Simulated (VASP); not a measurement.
# SiO2 (P4_12_12) in VASP: settings compared, part 2 of 2

VASP 6.6.1. The steps go on from the part before.

## 3. Electric field gradients, r2SCAN

POSCAR reads:

```
SiO2
1.0
    4.9926472100      0.0000000000      0.0000000000
    0.0000000000      4.9926472100      0.0000000000
    0.0000000000      0.0000000000      6.9339264200
Si O
4 8
Direct
    0.6986584000      0.6986584000      0.5000000000
    0.8013416000      0.1986584000      0.7500000000
    0.1986584000      0.8013416000      0.2500000000
    0.3013416000      0.3013416000      0.0000000000
    0.8935685900      0.7613864500      0.3201084900
    0.1064314100      0.2386135500      0.8201084900
    0.7613864500      0.8935685900      0.6798915100
    0.2613864500      0.6064314100      0.0701084900
    0.2386135500      0.1064314100      0.1798915100
    0.3935685900      0.7386135500      0.4298915100
    0.6064314100      0.2613864500      0.9298915100
    0.7386135500      0.3935685900      0.5701084900
```

INCAR.step1 reads:

```
ALGO = Normal
EDIFF = 1E-4
ENCUT = 520
GGA = PE
ISMEAR = -1
LASPH = True
LCHARG = False
LREAL = False
LWAVE = True
NBANDS = 44
NELECT = 65.0
NELM = 60
PREC = Accurate
SIGMA = 0.02
```

INCAR.step2 reads:

```
ALGO = Normal
EDIFF = 1E-8
ENCUT = 520
ISIF = 2
ISMEAR = -1
ISTART = 1
LASPH = True
LCHARG = False
LEFG = True
LMIXTAU = True
LREAL = False
LWAVE = False
METAGGA = R2SCAN
NBANDS = 44
NELECT = 65.0
NELM = 60
PREC = Accurate
SIGMA = 0.02
```

KPOINTS reads:

```
k-points
0
Gamma
  5 5 4
```

Potentials or basis: VASP PAW PBE potentials, release 64 (Si, O).

Run with:

```bash
> cat potpaw_PBE.64/Si/POTCAR potpaw_PBE.64/O/POTCAR > POTCAR
> cp INCAR.step1 INCAR
> mpirun -np 1 vasp_std > vasp.out
> cp INCAR.step2 INCAR
> mpirun -np 1 vasp_std > vasp.out
```

OUTCAR:

```text
EDIFF = 1E-8
   ENCUT = 520
   ISIF = 2
   ISMEAR = -1
   ISTART = 1
   LASPH = True
   LREAL = False
   METAGGA = R2SCAN
   NELECT = 65.0
   NELM = 60
   PREC = Accurate

 ion  position               nearest neighbor table
   1  0.699  0.699  0.500-  10 1.61  12 1.61   5 1.61   7 1.61   2 3.08   3 3.08   2 3.08   3 3.08

   2  0.801  0.199  0.750-   6 1.61   7 1.61  11 1.61  12 1.61   1 3.08   4 3.08   1 3.08   4 3.08

   3  0.199  0.801  0.250-   5 1.61   9 1.61   8 1.61  10 1.61   1 3.08   4 3.08   4 3.08   1 3.08

   4  0.301  0.301  0.000-   8 1.61  11 1.61   9 1.61   6 1.61   2 3.08   3 3.08   3 3.08   2 3.08

   5  0.894  0.761  0.320-   3 1.61   1 1.61
   6  0.106  0.239  0.820-   2 1.61   4 1.61
   7  0.761  0.894  0.680-   2 1.61   1 1.61
   8  0.261  0.606  0.070-   4 1.61   3 1.61
   9  0.239  0.106  0.180-   3 1.61   4 1.61
  10  0.394  0.739  0.430-   1 1.61   3 1.61
  11  0.606  0.261  0.930-   4 1.61   2 1.61
  12  0.739  0.394  0.570-   1 1.61   2 1.61

  LATTYP: Found a simple tetragonal cell.
 ALAT       =     4.9926472100
 C/A-ratio  =     1.3888276356

  Lattice vectors:

 A1 = (   4.9926472100,   0.0000000000,   0.0000000000)
 A2 = (   0.0000000000,   4.9926472100,   0.0000000000)
 A3 = (   0.0000000000,   0.0000000000,   6.9339264200)

Analysis of symmetry for initial positions (statically):
=====================================================================
 Subroutine PRICEL returns:
 Original cell was already a primitive cell.

 Routine SETGRP: Setting up the symmetry group for a
 simple tetragonal supercell.

 Subroutine GETGRP returns: Found  8 space group operations
 (whereof  2 operations were pure point group operations)
 out of a pool of 16 trial point group operations.

The static configuration has the point symmetry C_2 .
 The point group associated with its full space group is D_4 .

[... 1053 lines left out ...]
      0.53137      1.19131      5.68657         0.064487     -0.007884     -0.114529
      3.80133      4.46127      4.71432         0.007884     -0.064487      0.114529
      1.30501      3.02770      0.48613         0.007884      0.064487     -0.114529
      1.19131      0.53137      1.24735        -0.007884      0.064487      0.114529
      1.96495      3.68764      2.98084        -0.064487     -0.007884      0.114529
      3.02770      1.30501      6.44780         0.064487      0.007884      0.114529
      3.68764      1.96495      3.95309        -0.007884     -0.064487     -0.114529
 -----------------------------------------------------------------------------------
    total drift:                                0.000000     -0.000000     -0.000000

  FREE ENERGIE OF THE ION-ELECTRON SYSTEM (eV)
  ---------------------------------------------------
  free  energy   TOTEN  =      -112.2819712410 eV

  energy  without entropy=     -112.2794568878  energy(sigma->0) =     -112.28071406

 Electric field gradients (V/A^2)
---------------------------------------------------------------------
 ion       V_xx      V_yy      V_zz      V_xy      V_xz      V_yz
---------------------------------------------------------------------
   1      -0.356    -0.356     0.712     0.343    -2.850     2.850
   2      -0.356    -0.356     0.712    -0.343    -2.850    -2.850
   3      -0.356    -0.356     0.712    -0.343     2.850     2.850
   4      -0.356    -0.356     0.712     0.343     2.850    -2.850
   5      43.136   -45.237     2.100    17.923   -55.306   -13.460
   6      43.136   -45.237     2.100    17.923    55.306    13.460
   7     -45.237    43.136     2.100    17.923    13.460    55.306
   8     -45.237    43.136     2.100   -17.923   -13.460    55.306
   9     -45.237    43.136     2.100    17.923   -13.460   -55.306
  10      43.136   -45.237     2.100   -17.923    55.306   -13.460
  11      43.136   -45.237     2.100   -17.923   -55.306    13.460
  12     -45.237    43.136     2.100   -17.923    13.460   -55.306
---------------------------------------------------------------------

 Electric field gradients after diagonalization (V/A^2)
 (convention: |V_zz| > |V_xx| > |V_yy|)
----------------------------------------------------------------------
 ion       V_xx      V_yy      V_zz     asymmetry (V_yy - V_xx)/ V_zz
----------------------------------------------------------------------
   1      -4.085    -0.013     4.099       0.994
   2      -4.085    -0.013     4.099       0.994
   3      -4.085    -0.013     4.099       0.994
   4      -4.085    -0.013     4.099       0.994
   5     -49.126   -36.320    85.447       0.150
   6     -49.126   -36.320    85.447       0.150
   7     -49.126   -36.320    85.447       0.150
   8     -49.126   -36.320    85.447       0.150
   9     -49.126   -36.320    85.447       0.150
  10     -49.126   -36.320    85.447       0.150
  11     -49.126   -36.320    85.447       0.150
  12     -49.126   -36.320    85.447       0.150
----------------------------------------------------------------------

           NMR quadrupolar parameters

 Cq : quadrupolar parameter    Cq=e*Q*V_zz/h
 eta: asymmetry parameters     (V_yy - V_xx)/ V_zz
 Q  : nuclear electric quadrupole moment in mb (millibarn)
----------------------------------------------------------------------
 ion       Cq(MHz)       eta       Q (mb)
----------------------------------------------------------------------
   1       0.010       0.994       1.000
   2       0.010       0.994       1.000
   3       0.010       0.994       1.000
   4       0.010       0.994       1.000
   5       0.207       0.150       1.000
   6       0.207       0.150       1.000
   7       0.207       0.150       1.000
   8       0.207       0.150       1.000
   9       0.207       0.150       1.000
  10       0.207       0.150       1.000
  11       0.207       0.150       1.000
  12       0.207       0.150       1.000
----------------------------------------------------------------------
```

OUTCAR.step1:

```text
EDIFF = 1E-4
   ENCUT = 520
   GGA = PE
   ISMEAR = -1
   LASPH = True
   LREAL = False
[... 1104 lines left out ...]
      1.96495      3.68764      2.98084        -0.250189     -0.043928      0.381651
      3.02770      1.30501      6.44780         0.250189      0.043928      0.381651
      3.68764      1.96495      3.95309        -0.043928     -0.250189     -0.381651
 -----------------------------------------------------------------------------------
    total drift:                                0.000000     -0.000000     -0.000000

  FREE ENERGIE OF THE ION-ELECTRON SYSTEM (eV)
  ---------------------------------------------------
  free  energy   TOTEN  =       -88.1184125756 eV

  energy  without entropy=      -88.1162228311  energy(sigma->0) =      -88.11731770
```

OSZICAR.step1:

```text
N       E                     dE             d eps       ncg     rms          rms(c)
DAV:   1     0.427408526388E+03    0.42741E+03   -0.33316E+04  1592   0.134E+03
DAV:   2    -0.690359613805E+02   -0.49644E+03   -0.48209E+03  1996   0.320E+02
DAV:   3    -0.101824561112E+03   -0.32789E+02   -0.32562E+02  1920   0.863E+01
DAV:   4    -0.102303742243E+03   -0.47918E+00   -0.47723E+00  1992   0.110E+01
DAV:   5    -0.102311521142E+03   -0.77789E-02   -0.77749E-02  1928   0.143E+00    0.302E+01
DAV:   6    -0.881141323478E+02    0.14197E+02   -0.55111E+01  1864   0.343E+01    0.142E+01
DAV:   7    -0.881446053055E+02   -0.30473E-01   -0.16755E+00  1920   0.537E+00    0.515E+00
DAV:   8    -0.881136839054E+02    0.30921E-01   -0.81659E-02  1912   0.169E+00    0.199E+00
DAV:   9    -0.881172261279E+02   -0.35422E-02   -0.33599E-02  1968   0.109E+00    0.380E-01
DAV:  10    -0.881183288088E+02   -0.11027E-02   -0.32794E-03  1876   0.263E-01    0.135E-01
DAV:  11    -0.881184125756E+02   -0.83767E-04   -0.95395E-04  1848   0.163E-01
   1 F= -.88118413E+02 E0= -.88117318E+02  d E =-.218974E-02
```

Run time: 13 min. Hardware: 1 thread of Intel Xeon 8259CL, shared host; peak memory 0.36 GiB.

Results:

```
Free energy                             : -112.2820 eV
Largest force                           : 0.132 eV/Å
Largest electric field gradient by atom : Si +4.1; O +85.4 V/Å²
```

Forces in eV/Å, atoms in the order of the input:
```
Si   0.018  0.018  0.000
Si  -0.018  0.018  0.000
Si   0.018 -0.018  0.000
Si  -0.018 -0.018  0.000
O   -0.064  0.008 -0.115
O    0.064 -0.008 -0.115
O    0.008 -0.064  0.115
O    0.008  0.064 -0.115
O   -0.008  0.064  0.115
O   -0.064 -0.008  0.115
O    0.064  0.008  0.115
O   -0.008 -0.064 -0.115
```

Electric field gradients, principal values (V/Å²):
```
atom    least   middle  greatest (by size)
1 Si   -0.013   -4.085               4.099
2 Si   -0.013   -4.085               4.099
3 Si   -0.013   -4.085               4.099
4 Si   -0.013   -4.085               4.099
 5 O  -36.320  -49.126              85.447
 6 O  -36.320  -49.126              85.447
 7 O  -36.320  -49.126              85.447
 8 O  -36.320  -49.126              85.447
 9 O  -36.320  -49.126              85.447
10 O  -36.320  -49.126              85.447
11 O  -36.320  -49.126              85.447
12 O  -36.320  -49.126              85.447
```

Caveat: the cell carries a net charge on a neutralising background, which shifts energy and pressure; without QUAD_EFG the Cq values of the log hold for a quadrupole moment of 1 mb, not for the nuclei; the PAW data sets were made with another functional, which shifts forces and pressure a little; an odd number of electrons without spin polarisation forces a metal; a magnetic or distorted state may lie lower.
